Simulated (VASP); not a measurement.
TePb: single point with PBE

Crystal: TePb.

```
Te Pb
1.0
     0.00000    3.12609    3.43870
     3.12609    0.00000    3.43870
     3.12609    3.12609    0.00000
Te Pb
1 1
Cartesian
  3.1261 3.1261 3.4387
  0.0000 0.0000 0.0000
```

This cell differs from its parent crystal: ratio of the length along z to the lengths across it x 1.1, volume and fractional coordinates fixed.

```
Program             : VASP 6.6.1
Task                : single point
Functional          : PBE
Potentials or basis : VASP PAW PBE potentials, release 64 (Te, Pb_d)
Cutoff              : 520 eV
k mesh              : 8 × 8 × 8
Occupations         : gaussian, width 0.05 eV
Spin                : no spin polarisation
```

```json
{"Pressure": "3.5 GPa", "Band gap on the k mesh": "0.36 eV"}
```

Stress tensor (GPa, compression positive):
```
 6.82  0.00  0.00
 0.00  6.82  0.00
 0.00  0.00 -3.23
```

Levels at points of the mesh, in eV from the valence-band top:
```
           k point  band 6  band 7  band 8  band 9  band 10  band 11  band 12  band 13  band 14  band 15
(0.00, 0.00, 0.00)  -12.29   -5.71   -1.86   -1.86    -1.03     2.63     4.63     4.63     5.25     5.83
(0.50, 0.00, 0.00)  -10.84   -8.86   -1.31   -0.95     0.00     0.36     1.10     1.26     8.16     8.86
(0.50, 0.50, 0.00)  -11.04   -6.96   -4.61   -2.90    -2.90     3.28     5.61     5.61     5.68    10.09
(0.50, 0.00, 0.50)  -10.35   -7.69   -4.82   -3.59    -2.60     3.02     4.10     6.37     7.02     9.09
```

Wall time 100 s on 1 thread of Intel Xeon 8259CL (shared host), peak memory 0.24 GiB.

Caveat: the cell stands under pressure; spin-orbit coupling is left out, which moves the levels of the heavy elements. A k mesh can miss the band edges.
